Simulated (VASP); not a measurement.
The system is NaCl.

```
Na Cl
1.0
     0.05247    2.81144    2.81144
     2.81144    0.05247    2.81144
     2.81144    2.81144    0.05247
Na Cl
1 1
Direct
  0.00000 0.00000 0.00000
  0.50000 0.50000 0.50000
```

This cell differs from its parent crystal: epitaxial 111 strain -1.6%.

Base run:

| Item | Value |
| --- | --- |
| Program | VASP 6.6.1 |
| Functional | r2SCAN |
| Potentials or basis | VASP PAW PBE potentials, release 64 (Na_pv, Cl) |
| Cutoff | 520 eV |
| k mesh | 8 × 8 × 8 |
| Occupations | gaussian, width 0.01 eV |
| Spin | no spin polarisation |

Its results: band gap on the k mesh 6.04 eV; pressure 0.4 GPa.

Question: The run is repeated on the same cell with these changes: functional from r2SCAN to HSE06; k mesh from 8 × 8 × 8 to 6 × 6 × 6. What comes out?

Answer: Band gap on the k mesh 6.59 eV; pressure 1.3 GPa.

Several settings changed at once.

Caveats: the PAW data sets were made with another functional, which shifts forces and pressure a little.

